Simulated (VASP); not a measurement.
Crystal: In3SbTe2.

```
CELL_PARAMETERS angstrom
6.00848 0.00000 0.00000
-3.00424 5.20350 0.00000
0.00000 0.00000 6.25425
ATOMIC_POSITIONS crystal
In 0.50000 0.00000 0.84469
In 0.00000 0.50000 0.84469
In 0.50000 0.50000 0.84469
Sb 0.00000 0.00000 0.22251
Te 0.33333 0.66667 0.30451
Te 0.66667 0.33333 0.30451
```

The cell was generated, and may not be a known phase.

```yaml
Program: VASP 6.6.1
Task: relaxation of cell and atoms
Functional: PBE
Potentials_or_basis: VASP PAW PBE potentials, release 64 (In_d, Sb, Te)
Cutoff: 600 eV
k_mesh: 6 × 6 × 6
Occupations: gaussian, width 0.1 eV
Spin: no spin polarisation
```

At the start: pressure 0.1 GPa; volume 32.59 Å³/atom.

Task: How do energy, volume and symmetry change on relaxing?

Result: Over 16 steps the energy falls by 4.1 meV/atom and the volume is 32.24 Å³/atom (-1.1 %); space group P6mm (No. 183, to 0.1 Å) before and after.

Step by step:
```tsv
step	energy change (eV)	largest force (eV/Å)	pressure (GPa)	volume (Å³)
1	0.0000	0.0093	0.10	195.54
2	-0.0133	0.0064	-0.06	196.09
3	-0.0191	0.0165	-0.20	196.65
4	-0.0193	0.0189	-0.22	196.75
5	-0.0206	0.0401	0.01	195.25
6	-0.0206	0.0416	0.02	195.15
7	-0.0211	0.0366	0.02	194.98
8	-0.0224	0.0324	0.02	194.50
9	-0.0234	0.0406	0.04	193.52
10	-0.0236	0.0313	-0.08	194.15
11	-0.0236	0.0330	-0.07	194.05
12	-0.0238	0.0294	-0.06	193.99
13	-0.0242	0.0191	-0.03	193.80
14	-0.0244	0.0060	0.01	193.42
15	-0.0244	0.0029	0.00	193.50
16	-0.0246	0.0076	0.00	193.46
```

Final structure:
```yaml
crystal:
  lattice:
    - [6.06814, 0.00000, 0.00000]
    - [-3.03407, 5.25516, 0.00000]
    - [0.00000, 0.00000, 6.06657]
  atoms:
    - { symbol: In, position: [0.50000, 0.00000, 0.83888] }
    - { symbol: In, position: [0.00000, 0.50000, 0.83888] }
    - { symbol: In, position: [0.50000, 0.50000, 0.83888] }
    - { symbol: Sb, position: [0.00000, 0.00000, 0.23361] }
    - { symbol: Te, position: [0.33333, 0.66667, 0.30768] }
    - { symbol: Te, position: [0.66667, 0.33333, 0.30768] }
```
